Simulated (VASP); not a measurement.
Crystal: KF (Carobbiite).

```
K F
1.0
     0.00000    2.65896    2.65896
     2.65896    0.00000    2.65896
     2.65896    2.65896    0.00000
K F
1 1
Direct
  0.00000 0.00000 0.00000
  0.50000 0.50000 0.50000
```

Program: VASP 6.6.1. Alike in all runs: task single point; potentials or basis VASP PAW PBE potentials, release 64 (K_sv, F); no spin polarisation; cell as given; cutoff (eV) 520; smearing gaussian 0.01 eV.

Order these runs on this cell by their band gap on the k mesh, lowest first.
A. level r2SCAN; k mesh 6 × 6 × 6
B. level PBE-based screened hybrid; k mesh 4 × 4 × 4; grid for exact exchange (PRECFOCK) Normal; screening parameter 0.3 1/Å; share of exact exchange 0.05
C. level PBE-based screened hybrid; k mesh 4 × 4 × 4; grid for exact exchange (PRECFOCK) Normal; screening parameter 0.1 1/Å; share of exact exchange 0.4
D. level HSE06; k mesh 4 × 4 × 4; grid for exact exchange (PRECFOCK) Normal; screening parameter 0.2079 1/Å
E. level PBEsol; k mesh 6 × 6 × 6

E (6.10 eV), B (6.58 eV), A (6.91 eV), D (8.24 eV), C (10.11 eV).

Caveats: some runs use coarse meshes.
